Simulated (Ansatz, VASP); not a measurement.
Two plane-wave programs on MgO

Contents of INCAR:

```
SYSTEM = MgO
  PREC = Accurate
  ENCUT = 600
  EDIFF = 1E-6
  ISMEAR = 0
  SIGMA = 0.05
  LREAL = .False.
  LASPH = .True.
  NELM = 120
  ALGO = Normal
  ISIF = 2
  LWAVE = .False.
  LCHARG = .True.
  GGA = PE
  LELF = .True.
  LVHAR = .True.
  NBANDS = 11
  GGA_COMPAT = .False.
```

KPOINTS

```
regular mesh
0
Gamma
  8 8 8
  0 0 0
```

File POSCAR:

```
MgO
1.0
    0.0000000000      2.1274969947      2.1274969947
    2.1274969947      0.0000000000      2.1274969947
    2.1274969947      2.1274969947      0.0000000000
Mg O
1 1
Direct
    0.0000000000      0.0000000000      0.0000000000
    0.5000000000      0.5000000000      0.5000000000
```

Input for Ansatz:

```yaml
crystal:
  lattice:
    - [0.0, 2.1274969947, 2.1274969947]
    - [2.1274969947, 0.0, 2.1274969947]
    - [2.1274969947, 2.1274969947, 0.0]
  atoms:
    - { symbol: Mg, position: [0.0, 0.0, 0.0] }
    - { symbol: O, position: [0.5, 0.5, 0.5] }
basis:
  ecutwfc: 420
  ecutrho_ratio: 4
kpoints:
  mp_grid: { grid: [8, 8, 8] }
hamiltonian:
  xc: pbe
scf:
  occupations: { method: gaussian, width: 0.05 }
output:
  forces: true
  stress: true
  eigenvalues: true
```

Alike in both runs: task single point; functional PBE; k mesh 8 × 8 × 8; occupations gaussian, width 0.05 eV; no spin polarisation.

|  | VASP | Ansatz |
| --- | --- | --- |
| version | VASP 6.6.1 | Ansatz 0.2.0 |
| potentials or method | VASP PAW PBE potentials, release 64 (Mg, O), cutoff 600 eV | scalar-relativistic, plane waves, PAW |
| valence electrons in the cell | 8 | 16 |

|  | VASP | Ansatz | Ansatz less VASP |
| --- | --- | --- | --- |
| gap on the k mesh at the Fermi level (eV) | 4.44 | 4.45 | +0.016 |
| least direct gap on the mesh (eV) | 4.44 | 4.45 | +0.016 |
| pressure (GPa) | -1.2 | -0.1 | +1.03 |

VASP's potentials hold 8 valence electrons a cell and Ansatz's 16, so a difference there can come from the potentials and not from the codes.
